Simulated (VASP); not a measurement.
A run of VASP 6.6.1:

The input INCAR:

```
ALGO = Fast
EDIFF = 1E-6
ENCUT = 520
GGA = PE
ISIF = 2
ISMEAR = 0
LASPH = True
LCHARG = False
LREAL = False
LWAVE = False
NBANDS = 42
NELM = 100
PREC = Accurate
SIGMA = 0.1
```

The input KPOINTS:

```
k-points
0
Gamma
  6 6 6
```

The input POSCAR:

```
TaW4
1.0
   -3.0202372278      3.0202372278      2.3184235914
    3.0202372278     -3.0202372278      2.3184235914
    3.0202372278      3.0202372278     -2.3184235914
Ta W
1 4
Direct
    0.0000000000      0.0000000000      0.0000000000
    0.5883265153      0.7983477411      0.3866742564
    0.4116734847      0.2016522589      0.6133257436
    0.7983477411      0.4116734847      0.2100212258
    0.2016522589      0.5883265153      0.7899787742
```

Potentials or basis: VASP PAW PBE potentials, release 64 (Ta_pv, W_sv).

Launch:

```bash
$ cat potpaw_PBE.64/Ta_pv/POTCAR potpaw_PBE.64/W_sv/POTCAR > POTCAR
$ mpirun -np 1 vasp_std > vasp.out
```

Hardware: 1 thread of Intel Xeon 8259CL, with other jobs on the host.

Task: How long does it take, and how much memory?

Result: It took 4.2 min on 1 thread of Intel Xeon 8259CL, with other jobs on the host, peak memory 0.27 GiB. Counts: scf iterations 15, k points 36.
